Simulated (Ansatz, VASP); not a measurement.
# One calculation of BiTe, two programs

```xyz
2
Lattice="0.0000 3.1012 3.2451 3.1012 0.0000 3.2451 3.1012 3.1012 0.0000" Properties=species:S:1:pos:R:3 pbc="T T T"
Bi    0.0000    0.0000    0.0000
Te    3.1012    3.1012    3.2451
```

Change from the starting cell: strain -0.030 along x and y, +0.015 along z, atoms carried along.

Alike in both runs: task single point; functional PBEsol; k mesh 16 × 16 × 16; occupations gaussian, width 0.15 eV; no spin polarisation.

```csv
,VASP,Ansatz
version,VASP 6.6.1,Ansatz 0.2.0
potentials or method,"VASP PAW PBE potentials, release 64 (Bi_d, Te), cutoff 500 eV","scalar-relativistic, plane waves, PAW"
valence electrons in the cell,21,31
```

|  | VASP | Ansatz | Ansatz less VASP |
| --- | --- | --- | --- |
| gap on the k mesh at the Fermi level (eV) | none | none | - |
| pressure (GPa) | 3.1 | 3.1 | 0.00 |
| traceless stress, the component that is largest in VASP (GPa) | -3.24 | -3.24 | +0.004 |

VASP's potentials were made for PBE, not for PBEsol. A gap of «none» marks a metal or a gap that the smearing closes. VASP's potentials hold 21 valence electrons a cell and Ansatz's 31, so a difference there can come from the potentials and not from the codes.

Spin-orbit coupling is off throughout.
